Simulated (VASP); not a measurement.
Set up this calculation in VASP 6.6.1, as the native input.

* Task: single point
* Functional: r2SCAN
* Potentials or basis: VASP PAW PBE potentials, release 64 (Tl_d, Cl)
* Cutoff: 550 eV
* k mesh: 6 × 6 × 6
* Occupations: gaussian, width 0.01 eV
* Spin: no spin polarisation
* Dipole correction: no
* Further INCAR settings: ALGO = Normal; EDIFF = 1e-06; NBANDS = 17

The system is TlCl.

```xyz
2
Lattice="3.6338 0.0000 0.0000 0.0000 3.6338 0.0000 0.0000 0.0000 3.6338" Properties=species:S:1:pos:R:3 pbc="T T T"
Tl    0.0000    0.0000    0.0000
Cl    1.8169    1.8169    1.8169
```

The input as run:

POSCAR

```
TlCl
1.0
    3.6338434493      0.0000000000      0.0000000000
    0.0000000000      3.6338434493      0.0000000000
    0.0000000000      0.0000000000      3.6338434493
Tl Cl
1 1
Direct
    0.0000000000      0.0000000000      0.0000000000
    0.5000000000      0.5000000000      0.5000000000
```

INCAR.step1

```
ALGO = Normal
EDIFF = 1E-5
ENCUT = 550
GGA = PE
GGA_COMPAT = False
ISMEAR = 0
LASPH = True
LCHARG = False
LREAL = False
LWAVE = True
NBANDS = 17
NELM = 120
PREC = Accurate
SIGMA = 0.01
```

INCAR.step2

```
ALGO = Normal
EDIFF = 1E-6
ENCUT = 550
GGA_COMPAT = False
ISIF = 2
ISMEAR = 0
ISTART = 1
LASPH = True
LCHARG = False
LMIXTAU = True
LREAL = False
LWAVE = False
METAGGA = R2SCAN
NBANDS = 17
NELM = 120
PREC = Accurate
SIGMA = 0.01
```

KPOINTS

```
k-points
0
Gamma
  6 6 6
```

Potentials or basis: VASP PAW PBE potentials, release 64 (Tl_d, Cl).

Run with:

```console
$ cat potpaw_PBE.64/Tl_d/POTCAR potpaw_PBE.64/Cl/POTCAR > POTCAR
$ cp INCAR.step1 INCAR
$ mpirun -np 1 vasp_std > vasp.out
$ cp INCAR.step2 INCAR
$ mpirun -np 1 vasp_std > vasp.out
```

Results of the run:

The pressure is 6.9 GPa and the band gap on the k mesh is 2.05 eV, direct.

Caveat: the PAW data sets were made with another functional, which shifts forces and pressure a little; spin-orbit coupling is left out, which moves the levels of the heavy elements.

Wall time 46 s on 1 thread of Intel Xeon 6975P-C (shared host), peak memory 0.17 GiB.
